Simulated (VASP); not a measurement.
Write the native input for VASP 6.6.1 that does the following.

| Quantity | Value |
| --- | --- |
| Task | single point |
| Functional | PBEsol |
| Potentials or basis | VASP PAW PBE potentials, release 64 (S) |
| Cutoff | 500 eV |
| k mesh | 17 × 17 × 17 |
| Occupations | fermi-dirac, width 0.02 eV |
| Spin | no spin polarisation |
| Dipole correction | no |
| Further INCAR settings | ALGO = Normal; EDIFF = 1e-06; NBANDS = 9 |

The structure of S lies in POSCAR:

```
S
1.0
   -1.5471067203      1.5471067203      1.5471067203
    1.5471067203     -1.5471067203      1.5471067203
    1.5471067203      1.5471067203     -1.5471067203
S
1
Direct
    0.0000000000      0.0000000000      0.0000000000
```

This isn't the form of S at room conditions, which is orthorhombic, of S8 rings.

These files were run (other wordings do the same):

INCAR

```
SYSTEM = S
ALGO = Normal
EDIFF = 1E-6
ENCUT = 500
GGA = PS
GGA_COMPAT = .False.
ISIF = 2
ISMEAR = -1
LASPH = .True.
LCHARG = .False.
LREAL = .False.
LWAVE = .False.
NBANDS = 9
NELM = 120
PREC = Accurate
SIGMA = 0.02
```

KPOINTS

```
k-points
0
Gamma
  17 17 17
  0 0 0
```

Potentials or basis: VASP PAW PBE potentials, release 64 (S).

Command:

```bash
$ cat potpaw_PBE.64/S/POTCAR > POTCAR
$ mpirun -np 1 vasp_std > vasp.out
```

Results of the run:

* Pressure: 0.1 GPa
* Band gap on the k mesh: zero (bands 3 and 4 overlap by 7.72 eV)

Caveat: the PAW data sets were made with another functional, which shifts forces and pressure a little.

It took 16 s on 1 thread of AMD EPYC 7R43 64-Core Processor (Zen 3), with other jobs on the host, peak memory 0.09 GiB.
